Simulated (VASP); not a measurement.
# MgZn3O4 (P1) in VASP: a series of runs, part 2 of 2

VASP 6.6.1. Earlier steps stand in the parts before.

## Step 3: Single point, PBEsol

INCAR reads:

```
PREC     = Accurate       # precision mode
ENCUT    = 520            # plane-wave cutoff, eV
EDIFF    = 1E-7           # SCF threshold, eV
ISMEAR   = 0              # smearing method
SIGMA    = 0.01           # smearing width, eV
LREAL    = Auto         
LASPH    = T              # aspherical terms in the spheres
NELM     = 100            # most SCF steps
ALGO     = Normal         # electronic algorithm
ISIF     = 2              # what is computed and relaxed
LWAVE    = F              # write WAVECAR
LCHARG   = F              # write CHGCAR
GGA      = PS             # functional
NBANDS   = 76             # bands
```

KPOINTS reads:

```
Automatic mesh
0
Gamma
  2 2 2
  0.5 0.5 0.5
```

POSCAR reads:

```
MgZn3O4
1.0
    6.5044980000      0.0000000000      0.0000000000
    0.0000000000      5.6330600000      0.0000000000
    0.0000000000      0.0000000000      5.1557130000
Zn Mg O
6 2 8
Direct
    0.2637130000      0.1486170000      0.5022250000
    0.7454430000      0.1797820000      0.4816570000
    0.4898030000      0.6631440000      0.4763030000
    0.0151620000      0.3231670000      0.0061360000
    0.2408830000      0.8321930000      0.0179480000
    0.7348160000      0.8213910000      0.0066150000
    0.9987770000      0.6847200000      0.4857200000
    0.4811350000      0.3327360000      0.9932910000
    0.9850960000      0.3679420000      0.3483790000
    0.4820960000      0.3533260000      0.3763230000
    0.2855650000      0.8276750000      0.3888800000
    0.7539300000      0.8256370000      0.3843240000
    0.2633990000      0.1522070000      0.8885790000
    0.0294360000      0.6434130000      0.8922950000
    0.7479900000      0.1748030000      0.8923340000
    0.4656630000      0.6670930000      0.8919200000
```

Potentials or basis: VASP PAW PBE potentials, release 64 (Zn, Mg, O).

The run is started by

```sh
$ cat potpaw_PBE.64/Zn/POTCAR potpaw_PBE.64/Mg/POTCAR potpaw_PBE.64/O/POTCAR > POTCAR
$ mpirun -np 1 vasp_std > vasp.out
```

OUTCAR:

```text
PREC = Accurate
   ENCUT = 520
   EDIFF = 1E-7
   ISMEAR = 0
   LREAL = Auto
   LASPH = T
   NELM = 100
   ISIF = 2
   GGA = PS

 ion  position               nearest neighbor table
   1  0.264  0.149  0.502-  11 1.91  10 1.94  13 1.99   9 2.33   8 3.08   7 3.13   8 3.16
   2  0.745  0.180  0.482-   9 2.01  10 2.05  12 2.06  15 2.12   8 3.17   7 3.24   8 3.26   7 3.29

   3  0.490  0.663  0.476-  11 1.68  10 1.82  12 2.00  16 2.15   5 3.02   6 3.03   8 3.11   7 3.20
[... 533 lines left out ...]
  Total        6.5089520      8.6959567      4.7715814     -2.6718307      1.1992295      2.0842067
  in kB       55.2045354     73.7532322     40.4693307    -22.6606636     10.1710546     17.6768339
  external PRESSURE =      56.4756994 kB  Pullay stress =       0.0000000 kB

 VOLUME and BASIS-vectors are now :
 -----------------------------------------------------------------------------
  energy-cutoff  :      520.00
  volume of cell :      188.91
      direct lattice vectors                 reciprocal lattice vectors
     6.504498000  0.000000000  0.000000000     0.153739766  0.000000000  0.000000000
     0.000000000  5.633060000  0.000000000     0.000000000  0.177523406  0.000000000
     0.000000000  0.000000000  5.155713000     0.000000000  0.000000000  0.193959594

 POSITION                                       TOTAL-FORCE (eV/Angst)
 -----------------------------------------------------------------------------------
      1.71532      0.83717      2.58933        -0.570532      0.911028      0.322186
      4.84873      1.01272      2.48329         0.183612     -0.040909      0.517128
      3.18592      3.73553      2.45568         3.936006     -1.175398      2.609755
      0.09862      1.82042      0.03164        -0.394349     -0.784684     -2.046606
      1.56682      4.68779      0.09253        -0.177818      0.627675     -0.183822
      4.77961      4.62694      0.03411         0.126410      0.143042     -0.931679
[... 8 lines left out ...]
      4.86530      0.98468      4.60062        -0.149346     -0.691290     -0.710993
      3.02890      3.75777      4.59848         2.699818     -0.590853     -0.815912
 -----------------------------------------------------------------------------------
    total drift:                                0.009125      0.002723      0.006362

  FREE ENERGIE OF THE ION-ELECTRON SYSTEM (eV)
  ---------------------------------------------------
  free  energy   TOTEN  =       -80.3204216442 eV

  energy  without entropy=      -80.3204216442  energy(sigma->0) =      -80.32042164
```

Run time: 56 s. Hardware: 1 thread of AMD EPYC 9R45 (Zen 5), shared host; peak memory 0.25 GiB.

Results:

```
Free energy            : -80.3204 eV
Pressure               : 5.6 GPa
Largest force          : 6.059 eV/Å
Band gap on the k mesh : 3.14 eV, indirect (least direct gap 3.17 eV)
```

Forces in eV/Å, atoms in the order of the input:
```
Zn  -0.571  0.911  0.322
Zn   0.184 -0.041  0.517
Zn   3.936 -1.175  2.610
Zn  -0.394 -0.785 -2.047
Zn  -0.178  0.628 -0.184
Zn   0.126  0.143 -0.932
Mg   1.382 -0.674  1.247
Mg   1.804  0.790  0.211
O    0.210 -1.344  3.148
O    0.610 -2.212 -0.192
O   -5.249  2.908 -0.839
O   -0.724  1.315  0.003
O   -1.481 -0.319 -0.947
O   -2.207  1.138 -1.390
O   -0.149 -0.691 -0.711
O    2.700 -0.591 -0.816
```

Stress tensor (GPa, compression positive):
```
 5.52 -2.27  1.77
-2.27  7.38  1.02
 1.77  1.02  4.05
```

Caveat: the k points lie up to 0.61 Å⁻¹ apart; the PAW data sets were made with another functional, which shifts forces and pressure a little. A k mesh can miss the band edges.

## Step 4: Single point, PBEsol

INCAR reads:

```
SYSTEM = MgZn3O4
PREC = Accurate
ENCUT = 520
EDIFF = 1E-6
ISMEAR = -1
SIGMA = 0.05
LREAL = Auto
LASPH = .TRUE.
NELM = 60
ALGO = Normal
ISIF = 2
LWAVE = .FALSE.
LCHARG = .FALSE.
GGA = PS
NBANDS = 76
NELECT = 126.0
```

KPOINTS is that of step 3.

POSCAR is that of step 3.

The run is started by

```sh
$ cat potpaw_PBE.64/Zn/POTCAR potpaw_PBE.64/Mg/POTCAR potpaw_PBE.64/O/POTCAR > POTCAR
$ mpirun -np 1 vasp_std > vasp.out
```

Run time: 52 s. Hardware: 1 thread of AMD EPYC 9R45 (Zen 5), shared host; peak memory 0.24 GiB.

Results (log left out):

- Free energy: -71.9932 eV
- Largest force: 5.530 eV/Å

Forces on the atoms (eV/Å):
```
Zn  -1.075  0.968  0.184
Zn   0.391 -0.152  0.561
Zn   4.246 -1.097  2.667
Zn  -0.504 -0.982 -2.028
Zn  -0.367  0.842 -0.037
Zn   0.395  0.216 -0.942
Mg   1.201 -0.434  1.217
Mg   1.834  0.732  0.272
O    0.211 -0.484  2.927
O    0.480 -2.062 -0.569
O   -4.996  2.242 -0.769
O   -0.779  0.901  0.109
O   -0.826 -0.276 -0.701
O   -1.825  0.771 -1.654
O   -0.531 -0.264 -0.463
O    2.145 -0.923 -0.774
```

Levels at points of the mesh, in eV from the Fermi level:
| k point | band 59 | band 60 | band 61 | band 62 | band 63 | band 64 | band 65 | band 66 | band 67 | band 68 |
| --- | --- | --- | --- | --- | --- | --- | --- | --- | --- | --- |
| (0.25, 0.25, 0.25) | -4.32 | -4.17 | -3.97 | -3.87 | -0.76 | 0.72 | 1.34 | 1.94 | 2.41 | 2.80 |

Caveat: the k points lie up to 0.61 Å⁻¹ apart; the cell carries a net charge on a neutralising background, which shifts energy and pressure; the cell is charged against a uniform background, so pressure and absolute levels hang on convention; the PAW data sets were made with another functional, which shifts forces and pressure a little.

## Step 5: Single point, PBEsol

INCAR reads:

```
SYSTEM = MgZn3O4
PREC = Accurate
ENCUT = 520
EDIFF = 1E-6
ISMEAR = -1
SIGMA = 0.05
LREAL = Auto
LASPH = .True.
NELM = 60
ALGO = Normal
ISIF = 2
LWAVE = .False.
LCHARG = .False.
GGA = PS
NBANDS = 76
NELECT = 123.0
```

KPOINTS is that of step 4.

POSCAR is that of step 4.

The run is started by

```sh
$ cat potpaw_PBE.64/Zn/POTCAR potpaw_PBE.64/Mg/POTCAR potpaw_PBE.64/O/POTCAR > POTCAR
$ mpirun -np 1 vasp_std > vasp.out
```

Run time: 55 s. Hardware: 1 thread of AMD EPYC 9R45 (Zen 5), shared host; peak memory 0.25 GiB.

Results (log left out):

```yaml
Free_energy: -81.2821 eV
Largest_force: 5.851 eV/Å
```

Forces on the atoms (eV/Å):
```
Zn  -0.435  0.901  0.270
Zn   0.107 -0.065  0.456
Zn   3.871 -1.175  2.462
Zn  -0.439 -0.772 -1.897
Zn  -0.039  0.610 -0.229
Zn   0.061  0.284 -0.752
Mg   1.351 -0.588  1.164
Mg   1.821  0.740  0.287
O    0.171 -1.445  2.689
O    0.618 -2.051  0.015
O   -5.025  2.834 -0.977
O   -0.933  1.281 -0.087
O   -1.794 -0.498 -0.874
O   -1.875  0.926 -1.012
O    0.145 -0.690 -0.674
O    2.392 -0.291 -0.843
```

Levels at points of the mesh, in eV from the Fermi level:
```tsv
k point	band 60	band 61	band 62	band 63	band 64	band 65
(0.25, 0.25, 0.25)	-0.25	-0.11	-0.04	3.43	4.93	5.56
```

Caveat: the k points lie up to 0.61 Å⁻¹ apart; the cell carries a net charge on a neutralising background, which shifts energy and pressure; the cell is charged against a uniform background, so pressure and absolute levels hang on convention; the PAW data sets were made with another functional, which shifts forces and pressure a little; an odd number of electrons without spin polarisation forces a metal; a magnetic or distorted state may lie lower.
